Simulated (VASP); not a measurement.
Input of a VASP 6.6.1 run:

INCAR

```
PREC = Accurate
ENCUT = 600
EDIFF = 1E-6
ISMEAR = 0
SIGMA = 0.01
LREAL = False
LASPH = True
NELM = 120
ALGO = Normal
ISIF = 2
LWAVE = False
LCHARG = True
GGA = PS
LELF = True
LVHAR = True
NBANDS = 16
GGA_COMPAT = False
```

Contents of KPOINTS:

```
regular mesh
0
Gamma
  10 10 10
```

File POSCAR:

```
GaN
1.0
    0.0000000000      2.2535006075      2.2535006075
    2.2535006075      0.0000000000      2.2535006075
    2.2535006075      2.2535006075      0.0000000000
Ga N
1 1
Direct
    0.0000000000      0.0000000000      0.0000000000
    0.2500000000      0.2500000000      0.2500000000
```

Potentials or basis: VASP PAW PBE potentials, release 64 (Ga_d, N).

The run is started by

```console
$ cat potpaw_PBE.64/Ga_d/POTCAR potpaw_PBE.64/N/POTCAR > POTCAR
$ mpirun -np 1 vasp_std > vasp.out
```

Task: What does it give for the pressure?

Result: -1.5 GPa.

Task: What does it give for the band gap on the k mesh?

Result: 1.68 eV, direct.

Caveat: the PAW data sets were made with another functional, which shifts forces and pressure a little. PBEsol gaps usually lie below the measured ones, often by a third to a half.
